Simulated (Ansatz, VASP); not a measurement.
# Te in VASP and in Ansatz

The input INCAR:

```
  ALGO = Normal
  EDIFF = 1E-8
  ENCUT = 520
  GGA = PE
  ISIF = 2
  ISMEAR = -1
  LASPH = True
  LCHARG = False
  LEFG = True
  LREAL = False
  LWAVE = False
  NBANDS = 16
  NELM = 80
  PREC = Accurate
  SIGMA = 0.08
```

Contents of KPOINTS:

```
k-points
0
Gamma
  9 9 6
```

Contents of POSCAR:

```
Te
1.0
    4.5454334104      0.0000000000      0.0000000000
   -2.2727167053      3.9364608047      0.0000000000
    0.0000000000      0.0000000000      6.0412059728
Te
3
Direct
    0.7450000000      0.0000000000      0.3333333333
    0.0000000000      0.7450000000      0.6666666667
    0.2550000000      0.2550000000      0.0000000000
```

Input for Ansatz:

```yaml
crystal:
  lattice:
    - [4.5454334104, 0.0, 0.0]
    - [-2.2727167053, 3.9364608047, 0.0]
    - [0.0, 0.0, 6.0412059728]
  atoms:
    - { symbol: Te, position: [0.745, 0.0, 0.3333333333] }
    - { symbol: Te, position: [0.0, 0.745, 0.6666666667] }
    - { symbol: Te, position: [0.255, 0.255, 0.0] }
kpoints:
  mp_grid: { grid: [9, 9, 6] }
scf:
  occupations: { method: fermi_dirac, width: 0.08 }
hamiltonian:
  xc: pbe
  pseudopotentials: { kind: paw }
output:
  forces: true
  stress: true
  eigenvalues: true
  efg: { contact_densities: true }
  write_density: true
  write_potential: true
  elf: true
  volumetric_format: npy
```

Change from the starting cell: volume scaled by 1.06, PAW files.

Alike in both runs: task electric field gradients; functional PBE; k mesh 9 × 9 × 6; occupations fermi-dirac, width 0.08 eV; no spin polarisation.

|  | VASP | Ansatz |
| --- | --- | --- |
| version | VASP 6.6.1 | Ansatz 0.2.0 |
| potentials or method | VASP PAW PBE potentials, release 64 (Te) | PAW with Ansatz's default frozen-core files, scalar-relativistic |
| plane-wave cutoff (eV) | 520 | 420 |
| valence electrons in the cell | 18 | 48 |

Ansatz gave:

```
pressure (GPa)                                                : 0.3
traceless stress, the component that is largest in VASP (GPa) : -0.26
rms of the force components (eV/Å)                            : 0.131
size of Vzz on the site where it differs most (V/Å²)          : 611.2
```

Q: Estimate VASP's values.

A: Pressure (GPa): 0.3; traceless stress, the component that is largest in VASP (GPa): -0.24; rms of the force components (eV/Å): 0.137; size of Vzz on the site where it differs most (V/Å²): 583.0.

Atom by atom the forces differ by 0.007 eV/Å (rms over components). The functional is the same, so the differences come from potentials, cutoffs and numerics. VASP's potentials hold 18 valence electrons a cell and Ansatz's 48, so a difference there can come from the potentials and not from the codes.

Spin-orbit coupling is off throughout.
